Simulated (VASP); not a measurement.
# TaN (Fm-3m) in VASP: further runs, part 2 of 2

VASP 6.6.1.

## 4. Relaxation of cell and atoms, PBE, target pressure 1 GPa, at which the enthalpy is minimised

This run uses another cell than the first one, of 10.67 Å³/atom, 1.025 times its volume.

Contents of INCAR:

```
SYSTEM = TaN
ALGO = Normal
EDIFF = 1E-6
EDIFFG = -0.008
ENCUT = 600
GGA = PE
IBRION = 2
ISIF = 3
ISMEAR = 0
LASPH = .TRUE.
LCHARG = .FALSE.
LREAL = .FALSE.
LWAVE = .FALSE.
NELM = 60
NSW = 70
PREC = Accurate
PSTRESS = 10.0
SIGMA = 0.1
```

Contents of KPOINTS:

```
k-points
0
G
  16 16 16
  0 0 0
```

Contents of POSCAR:

```
TaN
1.0
    0.0000000000      2.2014127571      2.2014127571
    2.2014127571      0.0000000000      2.2014127571
    2.2014127571      2.2014127571      0.0000000000
Ta N
1 1
Direct
    0.5000000000      0.5000000000      0.5000000000
    0.0000000000      0.0000000000      0.0000000000
```

Potentials or basis: VASP PAW PBE potentials, release 64 (Ta_pv, N).

Command:

```console
$ cat potpaw_PBE.64/Ta_pv/POTCAR potpaw_PBE.64/N/POTCAR > POTCAR
$ mpirun -np 1 vasp_std > vasp.out
```

OUTCAR:

```text
SYSTEM = TaN
   EDIFF = 1E-6
   EDIFFG = -0.008
   ENCUT = 600
   GGA = PE
   IBRION = 2
   ISIF = 3
   ISMEAR = 0
   LASPH = .TRUE.
   LREAL = .FALSE.
   NELM = 60
   NSW = 70
   PREC = Accurate
   PSTRESS = 10.0

 ion  position               nearest neighbor table
   1  0.500  0.500  0.500-   2 2.20   2 2.20   2 2.20   2 2.20   2 2.20   2 2.20
   2  0.000  0.000  0.000-   1 2.20   1 2.20   1 2.20   1 2.20   1 2.20   1 2.20

  LATTYP: Found a face centered cubic cell.
 ALAT       =     4.4028255142

  Lattice vectors:

 A1 = (   0.0000000000,   2.2014127571,   2.2014127571)
 A2 = (   2.2014127571,   0.0000000000,   2.2014127571)
 A3 = (   2.2014127571,   2.2014127571,   0.0000000000)

Analysis of symmetry for initial positions (statically):
=====================================================================
 Subroutine PRICEL returns:
 Original cell was already a primitive cell.

 Routine SETGRP: Setting up the symmetry group for a
 face centered cubic supercell.

 Subroutine GETGRP returns: Found 48 space group operations
 (whereof 48 operations were pure point group operations)
 out of a pool of 48 trial point group operations.

The static configuration has the point symmetry O_h .

Analysis of symmetry for dynamics (positions and initial velocities):
=====================================================================
 Subroutine PRICEL returns:
 Original cell was already a primitive cell.

 Routine SETGRP: Setting up the symmetry group for a
 face centered cubic supercell.

 Subroutine GETGRP returns: Found 48 space group operations
 (whereof 48 operations were pure point group operations)
 out of a pool of 48 trial point group operations.

The dynamic configuration has the point symmetry O_h .

 Subroutine INISYM returns: Found 48 space group operations
 (whereof 48 operations are pure point group operations),
 and found     1 'primitive' translations

----------------------------------------------------------------------------------------

[... 127 lines left out ...]
  volume of cell :       21.34
 maximum number of plane-waves:       728
 NGX is ok and might be reduce to    28
   NGX = 13   NGY = 13   NGZ = 13

--------------------------------------- Ionic step        1  -------------------------------------------

 number of electron      15.9999999 magnetization

 Free energy of the ion-electron system (eV)
  ---------------------------------------------------
  ext. energy  EPLUGINS =         0.00000000
  ---------------------------------------------------
  free energy    TOTEN  =       -21.82526183 eV

  energy without entropy =      -21.81953501  energy(sigma->0) =      -21.82239842

------------------------ aborting loop because EDIFF is reached ----------------------------------------

  FORCE on cell =-STRESS in cart. coord.  units (eV):
  Direction    XX          YY          ZZ          XY          YZ          ZX
  --------------------------------------------------------------------------------------
  -------------------------------------------------------------------------------------
  Total        0.5364310      0.5364310      0.5364310     -0.0000000     -0.0000000      0.0000000
  in kB       40.2800526     40.2800526     40.2800526     -0.0000000     -0.0000000      0.0000000
  external PRESSURE =      30.2800526 kB  Pullay stress =      10.0000000 kB
[... 63 lines left out ...]
--------------------------------------- Ionic step        3  -------------------------------------------

 number of electron      15.9999999 magnetization

 Free energy of the ion-electron system (eV)
  ---------------------------------------------------
  ext. energy  EPLUGINS =         0.00000000
  ---------------------------------------------------
  free energy    TOTEN  =       -21.82822421 eV

  energy without entropy =      -21.82244439  energy(sigma->0) =      -21.82533430

 E-fermi :   9.3995     XC(G=0): -13.3696

 val. band max:        9.3904760604   @ k =  -0.2500   0.3750   0.1250
 cond. band min:       9.4045517109   @ k =  -0.3125   0.3125   0.1250
 fundamental gap:      0.0140756505
 Fermi energy:         9.3995213565

 k-point     1 :       0.0000    0.0000    0.0000
  band No.  band energies     occupation
      1     -26.3935      2.00000
      2     -26.3935      2.00000
      3     -26.3935      2.00000
      4      -9.3560      2.00000
      5       5.6150      2.00000
      6       5.6150      2.00000
      7       5.6150      2.00000
      8       7.3352      2.00000
      9       7.3352      2.00000
     10       7.3352      2.00000
     11       9.4685      0.32906
     12       9.4685      0.32905
[... 331 lines left out ...]
 k-point    24 :      -0.0625    0.0625    0.0000
  band No.  band energies     occupation
      1     -26.4730      2.00000
      2     -26.4146      2.00000
      3     -26.3956      2.00000
      4      -9.1140      2.00000
      5       4.4175      2.00000
      6       4.7443      2.00000
      7       5.0812      2.00000
      8       7.5072      2.00000
      9       7.7176      2.00000
     10       8.0238      2.00000
     11       9.8691      0.00000
     12      10.7243      0.00000

 [... further k-points ...]
[... 5 lines left out ...]
  --------------------------------------------------------------------------------------
  -------------------------------------------------------------------------------------
  Total        0.1362502      0.1362502      0.1362502      0.0000000     -0.0000000      0.0000000
  in kB       10.1405897     10.1405897     10.1405897      0.0000000     -0.0000000      0.0000000
  external PRESSURE =       0.1405897 kB  Pullay stress =      10.0000000 kB
[... 21 lines left out ...]
  energy  without entropy=      -21.8224443855  energy(sigma->0) =      -21.82533430

  enthalpy is  TOTEN    =       -21.6938629666 eV   P V=        0.1343612395

 reached required accuracy - stopping structural energy minimisation
```

OSZICAR:

```text
N       E                     dE             d eps       ncg     rms          rms(c)
DAV:   1     0.963406083327E+02    0.96341E+02   -0.10097E+04  3480   0.157E+03
DAV:   2    -0.206007486148E+02   -0.11694E+03   -0.11070E+03  4016   0.367E+02
[... 22 lines left out ...]
DAV:   1    -0.218559838968E+02   -0.34035E-01   -0.95461E-01  3500   0.127E+01    0.184E+00
DAV:   2    -0.218340042997E+02    0.21980E-01   -0.29567E-02  3728   0.199E+00    0.744E-01
DAV:   3    -0.218281410376E+02    0.58633E-02   -0.17901E-02  3984   0.153E+00    0.140E-01
DAV:   4    -0.218281968458E+02   -0.55808E-04   -0.17694E-04  4196   0.160E-01    0.701E-02
DAV:   5    -0.218282232444E+02   -0.26399E-04   -0.43920E-05  4432   0.687E-02    0.119E-02
DAV:   6    -0.218282246498E+02   -0.14054E-05   -0.13948E-06  3152   0.140E-02    0.443E-03
DAV:   7    -0.218282242061E+02    0.44372E-06   -0.24290E-07  1760   0.561E-03
   3 F= -.21693863E+02 E0= -.21690973E+02  d E =-.177648E-02
```

It took 99 s on 1 thread of Intel Xeon 6975P-C (Granite Rapids), shared host; peak memory 0.2 GiB.

Results:

| Property | Result |
| --- | --- |
| Free energy | -21.8282 eV |
| Relaxed volume | 10.76 Å³/atom |
| Relaxed cell | a = 3.122 Å, b = 3.122 Å, c = 3.122 Å, α = 60.00°, β = 60.00°, γ = 60.00° |
| Space group after relaxing (to 0.05 Å) | Fm-3m (No. 225) |
| Energy change on relaxing (the enthalpy is what falls) | -1.5 meV/atom |
| Ionic steps | 3 |
| Pressure after relaxing | 1.0 GPa |
| Band gap on the k mesh | zero (band 8 reaches 11.27 eV, above the bottom of band 9 at 7.34 eV) |

The path:
| step | energy change (eV) | largest force (eV/Å) | pressure (GPa) | volume (Å³) |
| --- | --- | --- | --- | --- |
| 1 | 0.0000 | 0.0000 | 4.03 | 21.34 |
| 2 | 0.0033 | 0.0000 | -5.41 | 21.97 |
| 3 | -0.0030 | 0.0000 | 1.01 | 21.53 |

Final structure:
```xyz
2
Lattice="0.0000 2.2079 2.2079 2.2079 0.0000 2.2079 2.2079 2.2079 0.0000" Properties=species:S:1:pos:R:3 pbc="T T T"
Ta    2.2079    2.2079    2.2079
N     0.0000    0.0000    0.0000
```

Caveat: the cell is relaxed towards a set pressure, so the enthalpy falls and the energy may rise; spin-orbit coupling is left out, which moves the levels of the heavy elements.

## 5. Summary

```csv
cell,gap on the mesh (eV),pressure (GPa)
"relaxed to 12 GPa from a = 3.088 Å, angles 60.0°, 2 atoms",none,12.0
"relaxed to 4 GPa from a = 3.111 Å, angles 60.0°, 2 atoms",none,4.0
"relaxed to 1 GPa from a = 3.113 Å, angles 60.0°, 2 atoms",none,1.0
```

Alike in all rows: task relaxation of cell and atoms; level PBE; potentials or basis VASP PAW PBE potentials, release 64 (Ta_pv, N); no spin polarisation; k mesh 16 × 16 × 16; cutoff (eV) 600; smearing gaussian 0.1 eV.

Caveats: the cell is relaxed towards a set pressure, so the enthalpy falls and the energy may rise; spin-orbit coupling is left out, which moves the levels of the heavy elements.

Total energies depend on the potentials used, so only differences within one code and one set of settings carry meaning.
